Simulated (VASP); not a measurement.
AlGaN2, 4 atoms in the cell. It takes space group P-4m2 (No. 115, tetragonal). The conventional cell has a = 3.074 Å, b = 3.074 Å, c = 4.332 Å, α = 90.00°, β = 90.00°, γ = 90.00°. Al (site symmetry -4m2) has 4 N at 1.85 Å within 2.5 Å. Ga (site symmetry -4m2) has 4 N at 1.91 Å within 2.5 Å. Within 2.5 Å of N (site symmetry 2mm) lie 2 Al at 1.85 Å and 2 Ga at 1.91 Å. 

```yaml
Program: VASP 6.6.1
Task: relaxation of shape and atoms at fixed volume
Functional: r2SCAN
Potentials_or_basis: VASP PAW PBE potentials, release 64 (Al, Ga_d, N)
Cutoff: 600 eV
k_mesh: 8 × 8 × 6
Occupations: gaussian, width 0.02 eV
Spin: no spin polarisation
Dipole_correction: no
Further_INCAR_settings: ALGO = Normal; EDIFF = 1e-06; IBRION = 2; EDIFFG = -0.01; NSW = 50; ISIF = 4
```

Potentials or basis: VASP PAW PBE potentials, release 64 (Al, Ga_d, N).

Launch:

```sh
$ cat potpaw_PBE.64/Al/POTCAR potpaw_PBE.64/Ga_d/POTCAR potpaw_PBE.64/N/POTCAR > POTCAR
$ cp INCAR.step1 INCAR
$ mpirun -np 1 vasp_std > vasp.out
$ cp INCAR.step2 INCAR
$ mpirun -np 1 vasp_std > vasp.out
```

Hardware: 1 thread of Intel(R) Xeon(R) 6975P-C (Granite Rapids), on a shared host.

Question: Estimate the wall time of this run.

Answer: Run time: 3.1 min on 1 thread of Intel(R) Xeon(R) 6975P-C (Granite Rapids) (shared host), peak memory 0.21 GiB. Counts: k points 60, ion steps 3.
